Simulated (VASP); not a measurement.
## Si: single point with PBE

Si:

```
Si
1.0
    -3.29573    3.29573    3.29573
     3.29573   -3.29573    3.29573
     3.29573    3.29573   -3.29573
Si
8
Direct
  0.20446 0.20446 0.20446
  0.50000 0.00000 0.29554
  0.29554 0.50000 0.00000
  0.00000 0.29554 0.50000
  0.79554 0.79554 0.79554
  0.50000 0.00000 0.70446
  0.70446 0.50000 0.00000
  0.00000 0.70446 0.50000
```

| Quantity | Value |
| --- | --- |
| Program | VASP 6.6.1 |
| Task | single point |
| Functional | PBE |
| Potentials or basis | VASP PAW PBE potentials, release 64 (Si) |
| Cutoff | 520 eV |
| k mesh | 10 × 10 × 10 |
| Occupations | fermi-dirac, width 0.05 eV |
| Spin | no spin polarisation |
| Dipole correction | no |
| Further INCAR settings | ALGO = Normal; EDIFF = 1e-07; NBANDS = 26 |

The pressure is 2.7 GPa and the band gap on the k mesh is zero (bands 16 and 17 overlap by 0.21 eV).

Levels at points of the mesh, in eV from the Fermi level:
| k point | band 14 | band 15 | band 16 | band 17 | band 18 | band 19 |
| --- | --- | --- | --- | --- | --- | --- |
| (0.00, 0.00, 0.00) | -1.49 | -1.49 | -0.82 | 1.73 | 1.73 | 1.73 |
| (0.50, 0.00, 0.00) | -2.16 | -1.33 | -1.33 | 0.38 | 0.38 | 2.05 |
| (0.50, 0.50, 0.50) | -0.63 | 0.21 | 0.21 | 0.21 | 2.91 | 2.91 |

Wall time 2.4 min on 1 thread of Oxide Virtual Turin-like Processor, on a shared host, peak memory 0.31 GiB.

Caveat: semilocal functionals underestimate gaps, and a narrow one can read as zero.
